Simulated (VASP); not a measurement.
**GaSb: single point with LDA**

The system is GaSb.

```xyz
2
Lattice="-2.7534 2.7534 1.5907 2.7534 -2.7534 1.5907 2.7534 2.7534 -1.5907" Properties=species:S:1:pos:R:3 pbc="T T T"
Ga    2.7534    0.0000    0.7954
Sb    0.0000    0.0000    0.0000
```

```
Program             : VASP 6.6.1
Task                : single point
Functional          : LDA
Potentials or basis : VASP PAW LDA potentials, release 64 (Ga_d, Sb)
Cutoff              : 500 eV
k mesh              : 5 × 5 × 5
Occupations         : fermi-dirac, width 0.05 eV
Spin                : no spin polarisation
```

| Item | Value |
| --- | --- |
| Pressure | -4.1 GPa |
| Band gap on the k mesh | zero (bands 9 and 10 overlap by 2.63 eV) |

Stress tensor (GPa, compression positive):
```
-4.20  0.00  0.00
 0.00 -4.20  0.00
 0.00  0.00 -3.75
```

Levels at points of the mesh, in eV from the Fermi level:
| k point | band 6 | band 7 | band 8 | band 9 | band 10 | band 11 | band 12 | band 13 |
| --- | --- | --- | --- | --- | --- | --- | --- | --- |
| (0.00, 0.00, 0.00) | -12.08 | -3.13 | -1.96 | -1.96 | 3.39 | 4.76 | 6.92 | 6.92 |

It took 9.6 s on 1 thread of Intel(R) Xeon(R) Platinum 8259CL CPU @ 2.50GHz (Skylake/Cascade Lake) (shared host), peak memory 0.15 GiB.

Caveat: the k points lie up to 0.46 Å⁻¹ apart, too coarse for converged energies and pressures of a metal; spin-orbit coupling is left out, which moves the levels of the heavy elements.
